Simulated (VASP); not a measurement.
# Mg2TiO4 (P4_122) in VASP: single point with LDA

Aim: the single point of Mg2TiO4 with LDA.

Everything below comes from runs of VASP 6.6.1. Logs are shortened: lines on timing, memory, paths and dates and some standing lists are left out, and cuts for length are marked.

### 1 The cell of the first run

Symmetry: P4_122, No. 91, tetragonal system. Conventional cell: a = 5.913 Å, b = 5.913 Å, c = 8.296 Å, α = 90.00°, β = 90.00°, γ = 90.00°. Within 2.7 Å of Mg (site symmetry 2) lie 6 O at 2.03 to 2.08 Å. Mg (site symmetry 2) has 4 O at 1.96 Å within 2.6 Å. Within 2.5 Å of Ti (site symmetry 2) lie 6 O at 1.88 to 2.03 Å. O (site symmetry 1) has 1 Ti at 1.88 Å and 3 Mg at 1.96 to 2.06 Å within 2.5 Å. Within 2.9 Å of O (site symmetry 1) lie 2 Ti at 1.95 to 2.03 Å and 2 Mg at 1.96 to 2.08 Å and 7 O at 2.59 to 2.88 Å.

### 2 Single point, LDA

Input file INCAR:

```
ALGO = Normal
EDIFF = 1E-6
ENCUT = 600
GGA = CA
GGA_COMPAT = F
ISIF = 2
ISMEAR = 0
LASPH = T
LCHARG = T
LELF = T
LREAL = F
LVHAR = T
LWAVE = F
NBANDS = 100
NELM = 120
PREC = Accurate
SIGMA = 0.02
```

Input file KPOINTS:

```
k-points
0
Gamma
  4 4 4
```

Input file POSCAR:

```
Mg2TiO4
1.0
    5.9134054165      0.0000000000      0.0000000000
    0.0000000000      5.9134054165      0.0000000000
    0.0000000000      0.0000000000      8.2961421247
Mg Ti O
8 4 16
Direct
    0.0000000000      0.2486833217      0.0000000000
    0.0000000000      0.7513166783      0.5000000000
    0.2486833217      0.0000000000      0.7500000000
    0.2516087209      0.2516087209      0.3750000000
    0.2516087209      0.7483912791      0.1250000000
    0.7483912791      0.2516087209      0.6250000000
    0.7483912791      0.7483912791      0.8750000000
    0.7513166783      0.0000000000      0.2500000000
    0.2373868424      0.5000000000      0.7500000000
    0.5000000000      0.2373868424      0.0000000000
    0.5000000000      0.7626131576      0.5000000000
    0.7626131576      0.5000000000      0.2500000000
    0.0265981848      0.2622147675      0.7523475891
    0.0265981848      0.7377852325      0.7476524109
    0.2611574831      0.4829854798      0.9838496671
    0.2611574831      0.5170145202      0.5161503329
    0.2622147675      0.0265981848      0.9976524109
    0.2622147675      0.9734018152      0.5023475891
    0.4829854798      0.2611574831      0.7661503329
    0.4829854798      0.7388425169      0.7338496671
    0.5170145202      0.2611574831      0.2338496671
    0.5170145202      0.7388425169      0.2661503329
    0.7377852325      0.9734018152      0.4976524109
    0.7377852325      0.0265981848      0.0023475891
    0.7388425169      0.4829854798      0.0161503329
    0.7388425169      0.5170145202      0.4838496671
    0.9734018152      0.2622147675      0.2476524109
    0.9734018152      0.7377852325      0.2523475891
```

Potentials or basis: VASP PAW LDA potentials, release 64 (Mg, Ti_sv, O).

Command:

```console
cat potpaw_LDA.64/Mg/POTCAR potpaw_LDA.64/Ti_sv/POTCAR potpaw_LDA.64/O/POTCAR > POTCAR
mpirun -np 1 vasp_std > vasp.out
```

OUTCAR:

```text
EDIFF = 1E-6
   ENCUT = 600
   GGA = CA
   ISIF = 2
   ISMEAR = 0
   LASPH = T
   LREAL = F
   NELM = 120
   PREC = Accurate

 ion  position               nearest neighbor table
   1  0.000  0.249  0.000-  17 2.03  24 2.03  13 2.06  27 2.06  25 2.08  15 2.08   9 2.91  12 2.91
                             3 2.94   8 2.94  10 2.96  10 2.96   6 3.45   4 3.45   7 3.47   5 3.47
   2  0.000  0.751  0.500-  18 2.03  23 2.03  14 2.06  28 2.06  26 2.08  16 2.08   9 2.91  12 2.91
                             3 2.94   8 2.94  11 2.96  11 2.96   7 3.45   5 3.45   4 3.47   6 3.47
   3  0.249  0.000  0.750-  13 2.03  14 2.03  17 2.06  18 2.06  19 2.08  20 2.08  10 2.91  11 2.91
                             1 2.94   2 2.94   9 2.96   9 2.96   4 3.45   5 3.45   6 3.47   7 3.47
   4  0.252  0.252  0.375-  18 1.96  27 1.96  21 1.96  16 1.96   1 3.45   3 3.45   2 3.47   8 3.47
                             2 3.47   8 3.47   6 3.60   5 3.60   6 3.63   5 3.63
   5  0.252  0.748  0.125-  17 1.96  28 1.96  22 1.96  15 1.96   2 3.45   3 3.45   1 3.47   8 3.47
                             1 3.47   8 3.47   4 3.60   7 3.60   7 3.63   4 3.63
   6  0.748  0.252  0.625-  13 1.96  23 1.96  19 1.96  26 1.96   1 3.45   8 3.45   3 3.47   2 3.47
                             3 3.47   2 3.47   4 3.60   7 3.60   4 3.63   7 3.63
   7  0.748  0.748  0.875-  14 1.96  24 1.96  20 1.96  25 1.96   2 3.45   8 3.45   3 3.47   1 3.47
                             3 3.47   1 3.47   6 3.60   5 3.60   5 3.63   6 3.63
   8  0.751  0.000  0.250-  27 2.03  28 2.03  23 2.06  24 2.06  21 2.08  22 2.08  10 2.91  11 2.91
                             1 2.94   2 2.94  12 2.96  12 2.96   6 3.45   7 3.45   4 3.47   5 3.47
   9  0.237  0.500  0.750-  13 1.88  14 1.88  15 1.95  16 1.95  19 2.03  20 2.03   1 2.91   2 2.91
                             3 2.96   3 2.96
  10  0.500  0.237  0.000-  17 1.88  24 1.88  21 1.95  19 1.95  15 2.03  25 2.03   3 2.91   8 2.91
                             1 2.96   1 2.96
  11  0.500  0.763  0.500-  18 1.88  23 1.88  22 1.95  20 1.95  16 2.03  26 2.03   3 2.91   8 2.91
                             2 2.96   2 2.96
  12  0.763  0.500  0.250-  27 1.88  28 1.88  25 1.95  26 1.95  21 2.03  22 2.03   1 2.91   2 2.91
                             8 2.96   8 2.96
  13  0.027  0.262  0.752-   9 1.88   6 1.96   3 2.03   1 2.06
  14  0.027  0.738  0.748-   9 1.88   7 1.96   3 2.03   2 2.06
  15  0.261  0.483  0.984-   9 1.95   5 1.96  10 2.03   1 2.08
  16  0.261  0.517  0.516-   9 1.95   4 1.96  11 2.03   2 2.08
  17  0.262  0.027  0.998-  10 1.88   5 1.96   1 2.03   3 2.06
  18  0.262  0.973  0.502-  11 1.88   4 1.96   2 2.03   3 2.06
[... 8 lines left out ...]
  27  0.973  0.262  0.248-  12 1.88   4 1.96   8 2.03   1 2.06
  28  0.973  0.738  0.252-  12 1.88   5 1.96   8 2.03   2 2.06

  LATTYP: Found a simple tetragonal cell.
 ALAT       =     5.9134054165
 C/A-ratio  =     1.4029381617

  Lattice vectors:

 A1 = (   5.9134054165,   0.0000000000,   0.0000000000)
 A2 = (   0.0000000000,   5.9134054165,   0.0000000000)
 A3 = (   0.0000000000,   0.0000000000,   8.2961421247)

Analysis of symmetry for initial positions (statically):
=====================================================================
 Subroutine PRICEL returns:
 Original cell was already a primitive cell.

 Routine SETGRP: Setting up the symmetry group for a
 simple tetragonal supercell.

 Subroutine GETGRP returns: Found  8 space group operations
 (whereof  2 operations were pure point group operations)
 out of a pool of 16 trial point group operations.

The static configuration has the point symmetry C_2 .
 The point group associated with its full space group is D_4 .

Analysis of symmetry for dynamics (positions and initial velocities):
=====================================================================
 Subroutine PRICEL returns:
 Original cell was already a primitive cell.

 Routine SETGRP: Setting up the symmetry group for a
 simple tetragonal supercell.

 Subroutine GETGRP returns: Found  8 space group operations
 (whereof  2 operations were pure point group operations)
 out of a pool of 16 trial point group operations.

The dynamic configuration has the point symmetry C_2 .
 The point group associated with its full space group is D_4 .

 Subroutine INISYM returns: Found  8 space group operations
 (whereof  2 operations are pure point group operations),
 and found     1 'primitive' translations

----------------------------------------------------------------------------------------

                                     Primitive cell

  volume of cell :     290.1025

  direct lattice vectors                    reciprocal lattice vectors
     5.913405416  0.000000000  0.000000000     0.169107296  0.000000000  0.000000000
     0.000000000  5.913405416  0.000000000     0.000000000  0.169107296  0.000000000
     0.000000000  0.000000000  8.296142125     0.000000000  0.000000000  0.120537954

  length of vectors
     5.913405416  5.913405416  8.296142125     0.169107296  0.169107296  0.120537954

  position of ions in fractional coordinates (direct lattice)
     0.000000000  0.248683322  0.000000000
     0.000000000  0.751316678  0.500000000
     0.248683322  0.000000000  0.750000000
     0.251608721  0.251608721  0.375000000
     0.251608721  0.748391279  0.125000000
     0.748391279  0.251608721  0.625000000
[... 20 lines left out ...]
     0.973401815  0.262214767  0.247652411
     0.973401815  0.737785233  0.252347589

  ion indices of the primitive-cell ions
   primitive index   ion index
                 1           1
                 2           2
                 3           3
                 4           4
                 5           5
                 6           6
[... 20 lines left out ...]
                27          27
                28          28

----------------------------------------------------------------------------------------

 KPOINTS: k-points

Automatic generation of k-mesh.
 Grid dimensions read from file:
 generate k-points for:    4    4    4

 Generating k-lattice:

  Cartesian coordinates                     Fractional coordinates (reciprocal lattice)
     0.042276824  0.000000000  0.000000000     0.250000000  0.000000000  0.000000000
     0.000000000  0.042276824  0.000000000     0.000000000  0.250000000  0.000000000
     0.000000000  0.000000000  0.030134489     0.000000000  0.000000000  0.250000000

  Length of vectors
     0.042276824  0.042276824  0.030134489

  Shift w.r.t. Gamma in fractional coordinates (k-lattice)
     0.000000000  0.000000000  0.000000000

 Subroutine IBZKPT returns following result:
 ===========================================

 Found     18 irreducible k-points:

 Following reciprocal coordinates:
            Coordinates               Weight
  0.000000  0.000000  0.000000      1.000000
  0.250000  0.000000  0.000000      4.000000
  0.500000  0.000000  0.000000      2.000000
  0.250000  0.250000  0.000000      4.000000
  0.500000  0.250000  0.000000      4.000000
  0.500000  0.500000  0.000000      1.000000
[... 10 lines left out ...]
  0.500000  0.250000  0.500000      4.000000
  0.500000  0.500000  0.500000      1.000000
   k-points           NKPTS =     18   k-points in BZ     NKDIM =     18   number of bands    NBANDS=    100
   number of dos      NEDOS =    301   number of ions     NIONS =     28
   total plane-waves  NPLWV = 161280
   dimension x,y,z NGX =    48 NGY =   48 NGZ =   70
   dimension x,y,z NGXF=    96 NGYF=   96 NGZF=  140
   ions per type =               8   4  16
   NGX,Y,Z   is equivalent  to a cutoff of  13.49, 13.49, 14.03 a.u.
   NGXF,Y,Z  is equivalent  to a cutoff of  26.99, 26.99, 28.05 a.u.
 SYSTEM =  unknown system
   PREC   = accura    normal or accurate (medium, high low for compatibility)
   ISTART =      0    job   : 0-new  1-cont  2-samecut
   ICHARG =      2    charge: 1-file 2-atom 10-const
   ISPIN  =      1    spin polarized calculation?
   LNONCOLLINEAR =      F non collinear calculations
   LSORBIT =      F    spin-orbit coupling
   LASPH  =      T    aspherical Exc in radial PAW
   ENCUT  =  600.0 eV  44.10 Ry    6.64 a.u.  11.81 11.81 16.57*2*pi/ulx,y,z
   NELM   =    120;   NELMIN=  2; NELMDL= -5     # of ELM steps
   EDIFF  = 0.1E-05   stopping-criterion for ELM
   LREAL  =      F    real-space projection
[... 7 lines left out ...]
   TEBEG  =    0.0;   TEEND  =   0.0 temperature during run
   PSTRESS=    0.0 pullay stress
   NELECT =     160.0000    total number of electrons
   NUPDOWN=      -1.0000    fix difference up-down
   EMIN   =  10.00;   EMAX   =-10.00  energy-range for DOS
   EFERMI =   0.00;   METHOD = LEGACY
   ISMEAR =     0;   SIGMA  =   0.02  broadening in eV -4-tet -1-fermi 0-gaus
   EFERMI_NEDOS =   21; number of points for ismear=-14 and -15
   IALGO  =     38    algorithm
   IMIX   =      4    mixing-type and parameters
     AMIX     =   0.40;   BMIX     =  1.00
     AMIX_MAG =   1.60;   BMIX_MAG =  1.00
  volume/ion in A,a.u.               =      10.36        69.92
  Fermi-wavevector in a.u.,A,eV,Ry     =   1.342552  2.537055 24.523751  1.802445
  Thomas-Fermi vector in A             =   2.470696
   LORBIT       =      0    0 simple, 1 ext, 2 COOP (PROOUT), +10 PAW based schemes
   GGA     = CA    functional components
   LHFCALC =     F    Hartree Fock is set to
   AEXX    =    0.0000 exact exchange contribution
   IVDW    =     0    specifies the selected vdW correction
   LEPSILON=     F    determine dielectric tensor
   LRPA    =     F    only Hartree local field effects (RPA)
 non-spin polarized calculation
 Gauss-broadening in eV      SIGMA  =   0.02
  energy-cutoff  :      600.00
  volume of cell :      290.10
 maximum number of plane-waves:      9712
 NGX is ok and might be reduce to    48
   NGX = 23   NGY = 23   NGZ = 33

 number of electron     159.9999993 magnetization

 Free energy of the ion-electron system (eV)
  ---------------------------------------------------
  ext. energy  EPLUGINS =         0.00000000
  ---------------------------------------------------
  free energy    TOTEN  =      -226.17163280 eV

  energy without entropy =     -226.17163280  energy(sigma->0) =     -226.17163280

 E-fermi :   2.9065     XC(G=0): -11.3553

 val. band max:        2.7308856301   @ k =   0.0000   0.0000   0.0000
 cond. band min:       6.2387642149   @ k =   0.0000   0.0000   0.0000
 fundamental gap:      3.5078785848
 Fermi energy:         2.9064966328

 k-point     1 :       0.0000    0.0000    0.0000
  band No.  band energies     occupation
      1     -52.3511      2.00000
      2     -52.3341      2.00000
      3     -52.3341      2.00000
      4     -52.3172      2.00000
      5     -29.2649      2.00000
      6     -29.1643      2.00000
[... 84 lines left out ...]
     91       7.0041      0.00000
     92       7.0174      0.00000

 k-point     2 :       0.2500    0.0000    0.0000
  band No.  band energies     occupation
      1     -52.3510      2.00000
      2     -52.3342      2.00000
      3     -52.3341      2.00000
      4     -52.3172      2.00000
      5     -29.2654      2.00000
      6     -29.1642      2.00000
[... 1509 lines left out ...]
     91       7.0537      0.00000
     92       7.0537      0.00000

 k-point    18 :       0.5000    0.5000    0.5000
  band No.  band energies     occupation
      1     -52.3461      2.00000
      2     -52.3461      2.00000
      3     -52.3222      2.00000
      4     -52.3222      2.00000
      5     -29.2367      2.00000
      6     -29.2367      2.00000
[... 84 lines left out ...]
     91       7.1448      0.00000
     92       7.1448      0.00000
 [bands above 92 left out]

------------------------ aborting loop because EDIFF is reached ----------------------------------------

  FORCE on cell =-STRESS in cart. coord.  units (eV):
  Direction    XX          YY          ZZ          XY          YZ          ZX
  --------------------------------------------------------------------------------------
  -------------------------------------------------------------------------------------
  Total       -0.9593111     -0.9593111     -1.0191358      0.0000000      0.0000000      0.0000000
  in kB       -5.2980806     -5.2980806     -5.6284805      0.0000000      0.0000000      0.0000000
  external PRESSURE =      -5.4082139 kB  Pullay stress =       0.0000000 kB

 VOLUME and BASIS-vectors are now :
 -----------------------------------------------------------------------------
  energy-cutoff  :      600.00
  volume of cell :      290.10
      direct lattice vectors                 reciprocal lattice vectors
     5.913405416  0.000000000  0.000000000     0.169107296  0.000000000  0.000000000
     0.000000000  5.913405416  0.000000000     0.000000000  0.169107296  0.000000000
     0.000000000  0.000000000  8.296142125     0.000000000  0.000000000  0.120537954

 POSITION                                       TOTAL-FORCE (eV/Angst)
 -----------------------------------------------------------------------------------
      0.00000      1.47057      0.00000        -0.000000      0.003554      0.000000
      0.00000      4.44284      4.14807        -0.000000     -0.003554      0.000000
      1.47057      0.00000      6.22211         0.003554      0.000000      0.000000
      1.48786      1.48786      3.11105         0.007378      0.007378      0.000000
      1.48786      4.42554      1.03702         0.007378     -0.007378      0.000000
      4.42554      1.48786      5.18509        -0.007378      0.007378      0.000000
[... 20 lines left out ...]
      5.75612      1.55058      2.05456         0.059612     -0.077673     -0.010826
      5.75612      4.36282      2.09351         0.059612      0.077673      0.010826
 -----------------------------------------------------------------------------------
    total drift:                                0.000000     -0.000000      0.000000

  FREE ENERGIE OF THE ION-ELECTRON SYSTEM (eV)
  ---------------------------------------------------
  free  energy   TOTEN  =      -226.1716328027 eV

  energy  without entropy=     -226.1716328027  energy(sigma->0) =     -226.17163280
```

It took 38 min on 1 thread of Intel Xeon 8259CL, shared host; peak memory 0.63 GiB.

What came out:

| Item | Value |
| --- | --- |
| Free energy | -226.1716 eV |
| Pressure | -0.5 GPa |
| Largest force | 0.099 eV/Å |
| Band gap on the k mesh | 3.51 eV |

Forces on the atoms (eV/Å):
```
Mg   0.000  0.004  0.000
Mg   0.000 -0.004  0.000
Mg   0.004  0.000  0.000
Mg   0.007  0.007  0.000
Mg   0.007 -0.007  0.000
Mg  -0.007  0.007  0.000
Mg  -0.007 -0.007  0.000
Mg  -0.004  0.000  0.000
Ti   0.063  0.000  0.000
Ti   0.000  0.063  0.000
Ti   0.000 -0.063  0.000
Ti  -0.063  0.000  0.000
O   -0.060 -0.078  0.011
O   -0.060  0.078 -0.011
O   -0.034  0.018  0.056
O   -0.034 -0.018 -0.056
O   -0.078 -0.060 -0.011
O   -0.078  0.060  0.011
O    0.018 -0.034 -0.056
O    0.018  0.034  0.056
O   -0.018 -0.034  0.056
O   -0.018  0.034 -0.056
O    0.078  0.060 -0.011
O    0.078 -0.060  0.011
O    0.034  0.018 -0.056
O    0.034 -0.018  0.056
O    0.060 -0.078 -0.011
O    0.060  0.078  0.011
```
